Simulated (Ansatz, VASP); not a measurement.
**Two plane-wave programs on Bi**

INCAR

```
ALGO     = Fast           # electronic algorithm
EDIFF    = 1E-6           # SCF threshold, eV
ENCUT    = 520            # plane-wave cutoff, eV
GGA      = PE             # functional
ISIF     = 2              # what is computed and relaxed
ISMEAR   = 0              # smearing method
IVDW     = 12             # dispersion correction
LASPH    = T              # aspherical terms in the spheres
LCHARG   = T              # write CHGCAR
LELF     = T              # ELF
LREAL    = F              # projectors in reciprocal space
LVHAR    = T            
LWAVE    = F              # write WAVECAR
NBANDS   = 14             # bands
NELM     = 60             # most SCF steps
PREC     = Accurate       # precision mode
SIGMA    = 0.15           # smearing width, eV
```

The input KPOINTS:

```
k-points
0
Gamma
  16 16 16
```

The input POSCAR:

```
Bi
1.0
   -1.6141125810      2.2019532782      2.0623411126
    1.6141125810     -2.2019532782      2.0623411126
    1.6141125810      2.2019532782     -2.0623411126
Bi
1
Direct
    0.0000000000      0.0000000000      0.0000000000
```

Input for Ansatz:

```yaml
crystal:
  lattice:
    - [-1.614112581, 2.2019532782, 2.0623411126]
    - [1.614112581, -2.2019532782, 2.0623411126]
    - [1.614112581, 2.2019532782, -2.0623411126]
  atoms:
    - { symbol: Bi, position: [0.0, 0.0, 0.0] }
basis:
  ecutwfc: 420
kpoints:
  mp_grid: { grid: [16, 16, 16] }
hamiltonian:
  xc: pbe
  dispersion: d3bj
scf:
  occupations: { method: gaussian, width: 0.15 }
output:
  forces: true
  stress: true
  eigenvalues: true
```

Change from the starting cell: strain +e along x and -e along y -0.1500, strain +e along z and -e/2 along x and y +0.0525.

Alike in both runs: task single point; functional PBE; dispersion D3(BJ); k mesh 16 × 16 × 16; occupations gaussian, width 0.15 eV; no spin polarisation.

```csv
,VASP,Ansatz
version,VASP 6.6.1,Ansatz 0.2.0
potentials or method,"VASP PAW PBE potentials, release 64 (Bi_d), cutoff 520 eV","scalar-relativistic, plane waves, PAW"
valence electrons in the cell,15,15
```

|  | VASP | Ansatz | Ansatz less VASP |
| --- | --- | --- | --- |
| gap on the k mesh at the Fermi level (eV) | none | none | - |
| pressure (GPa) | 3.6 | 3.7 | +0.06 |
| traceless stress, the component that is largest in VASP (GPa) | 3.96 | 3.95 | -0.004 |

A gap of «none» marks a metal or a gap that the smearing closes.

Spin-orbit coupling is off throughout.
